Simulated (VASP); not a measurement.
Write the native input for VASP 6.6.1 that does the following.

| Quantity | Value |
| --- | --- |
| Task | single point |
| Functional | PBE |
| Potentials or basis | VASP PAW PBE potentials, release 64 (Cu) |
| Cutoff | 520 eV |
| k mesh | 22 × 22 × 22 |
| Occupations | gaussian, width 0.15 eV |
| Spin | no spin polarisation |
| Dipole correction | no |
| Further INCAR settings | ALGO = Normal; EDIFF = 1e-06; NBANDS = 12 |

The structure of Cu lies in POSCAR:

```
Cu
1.0
   -1.5469500000      1.5469500000      1.4511000000
    1.5469500000     -1.5469500000      1.4511000000
    1.5469500000      1.5469500000     -1.4511000000
Cu
1
Direct
    0.0000000000      0.0000000000      0.0000000000
```

These files were run (other wordings do the same):

INCAR

```
PREC = Accurate
ENCUT = 520
EDIFF = 1E-6
ISMEAR = 0
SIGMA = 0.15
LREAL = F
LASPH = T
NELM = 100
ALGO = Normal
ISIF = 2
LWAVE = F
LCHARG = T
GGA = PE
LELF = T
LVHAR = T
NBANDS = 12
```

KPOINTS

```
Automatic mesh
0
Gamma
  22 22 22
```

Potentials or basis: VASP PAW PBE potentials, release 64 (Cu).

Launch:

```bash
$ cat potpaw_PBE.64/Cu/POTCAR > POTCAR
$ mpirun -np 1 vasp_std > vasp.out
```

Results of the run:

```
Pressure : -13.2 GPa
```

It took 2.9 min on 1 thread of Intel Xeon 8259CL (shared host), peak memory 0.24 GiB.
